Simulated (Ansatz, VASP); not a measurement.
## Two plane-wave programs on CaF2

File POSCAR:

```
CaF2
1.0
    0.0000000000      2.7552132783      2.7552132783
    2.7552132783      0.0000000000      2.7552132783
    2.7552132783      2.7552132783      0.0000000000
Ca F
1 2
Direct
    0.0000000000      0.0000000000      0.0000000000
    0.2500000000      0.2500000000      0.2500000000
    0.7500000000      0.7500000000      0.7500000000
```

Contents of INCAR.step1:

```
SYSTEM = CaF2
ALGO = Normal ; EDIFF = 1E-5
ENCUT = 660 ; GGA = PE
GGA_COMPAT = .FALSE. ; ISMEAR = 0
LASPH = .TRUE. ; LCHARG = .FALSE.
LREAL = .FALSE. ; LWAVE = .TRUE.
NBANDS = 19 ; NELM = 120
PREC = Accurate ; SIGMA = 0.02
```

The input INCAR.step2:

```
SYSTEM = CaF2
ALGO = Normal ; EDIFF = 1E-6
ENCUT = 660 ; GGA_COMPAT = .FALSE.
ISIF = 2 ; ISMEAR = 0
ISTART = 1 ; LASPH = .TRUE.
LCHARG = .FALSE. ; LMIXTAU = .TRUE.
LREAL = .FALSE. ; LWAVE = .FALSE.
METAGGA = R2SCAN ; NBANDS = 19
NELM = 120 ; PREC = Accurate
SIGMA = 0.02
```

The input KPOINTS:

```
k-points
0
G
  8 8 8
  0 0 0
```

Input for Ansatz:

```yaml
crystal:
  lattice:
    - [0.0, 2.7552132783, 2.7552132783]
    - [2.7552132783, 0.0, 2.7552132783]
    - [2.7552132783, 2.7552132783, 0.0]
  atoms:
    - { symbol: Ca, position: [0.0, 0.0, 0.0] }
    - { symbol: F, position: [0.25, 0.25, 0.25] }
    - { symbol: F, position: [0.75, 0.75, 0.75] }
basis:
  ecutwfc: 500
kpoints:
  mp_grid: { grid: [8, 8, 8] }
  band_path:
    path:
      - [[0.0, 0.0, 0.0], [0.5, 0.0, 0.5], [0.625, 0.25, 0.625]]
      - [[0.375, 0.375, 0.75], [0.0, 0.0, 0.0], [0.5, 0.5, 0.5], [0.5, 0.25, 0.75], [0.5, 0.0, 0.5]]
    npoints: 14
hamiltonian:
  xc: r2scan
scf:
  occupations: { method: gaussian, width: 0.02 }
  n_extra_bands: 7
output:
  forces: true
  stress: true
  eigenvalues: true
  populations: true
  dos: { projected: true, de: 0.02, nscf_kmesh: { grid: [12, 12, 12] } }
  bader: true
```

Alike in both runs: task single point; functional r2SCAN; k mesh 8 × 8 × 8; occupations gaussian, width 0.02 eV; no spin polarisation.

|  | VASP | Ansatz |
| --- | --- | --- |
| version | VASP 6.6.1 | Ansatz 0.2.0 |
| potentials or method | VASP PAW PBE potentials, release 64 (Ca_sv, F), cutoff 660 eV | scalar-relativistic, plane waves, PAW |
| valence electrons in the cell | 24 | 24 |

VASP gave:

```
gap on the k mesh at the Fermi level (eV) : 7.80
least direct gap on the mesh (eV)         : 8.05
pressure (GPa)                            : -2.9
```

Q: What did Ansatz give for the same quantities?

A: gap on the k mesh at the Fermi level (eV): 7.80; least direct gap on the mesh (eV): 8.05; pressure (GPa): -3.2.

VASP's potentials were made for PBE, not for r2SCAN. The functional is the same, so the differences come from potentials, cutoffs and numerics.
